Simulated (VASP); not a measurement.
The system is PtSe2 (Sudovikovite).

```xyz
3
Lattice="3.7240 0.0000 0.0000 -1.8620 3.2251 0.0000 0.0000 0.0000 5.0620" Properties=species:S:1:pos:R:3 pbc="T T T"
Pt    0.0000    0.0000    0.0000
Se    0.0000    2.1501    1.2655
Se    1.8620    1.0750    3.7965
```

- Program: VASP 6.6.1
- Task: relaxation of cell and atoms
- Functional: PBEsol
- Potentials or basis: VASP PAW PBE potentials, release 64 (Pt, Se)
- Cutoff: 600 eV
- k mesh: 10 × 10 × 7
- Occupations: fermi-dirac, width 0.15 eV
- Spin: no spin polarisation

At the start: pressure 2.3 GPa; volume 20.27 Å³/atom.

Task: Where does the relaxation end?

Result: Over 11 steps the energy falls by 7.7 meV/atom and the volume is 19.80 Å³/atom (-2.3 %); space group P-3m1 (No. 164, to 0.05 Å).

The path:
```csv
step,energy change (eV),largest force (eV/Å),pressure (GPa),volume (Å³)
1,0.0000,0.3438,2.30,60.80
2,0.0158,0.2998,-4.14,63.39
3,-0.0096,0.0846,-0.34,61.76
4,-0.0118,0.0843,-0.33,61.55
5,-0.0173,0.0806,-0.26,60.92
6,-0.0228,0.0582,0.00,59.65
7,-0.0228,0.0540,0.04,59.53
8,-0.0229,0.0583,-0.38,59.50
9,-0.0231,0.0082,-0.20,59.52
10,-0.0221,0.0249,0.83,59.01
11,-0.0232,0.0010,0.03,59.40
```

Final structure:
```cif
data_structure
_symmetry_space_group_name_H-M 'P 1'
_symmetry_Int_Tables_number 1
_cell_length_a 3.7633
_cell_length_b 3.7633
_cell_length_c 4.8433
_cell_angle_alpha 90.000
_cell_angle_beta 90.000
_cell_angle_gamma 120.000
_cell_volume 59.40
loop_
_atom_site_label
_atom_site_type_symbol
_atom_site_fract_x
_atom_site_fract_y
_atom_site_fract_z
_atom_site_occupancy
Pt1 Pt 0.00000 0.00000 0.00000 1
Se1 Se 0.33333 0.66667 0.26187 1
Se2 Se 0.66667 0.33333 0.73813 1
```

Caveat: the PAW data sets were made with another functional, which shifts forces and pressure a little.
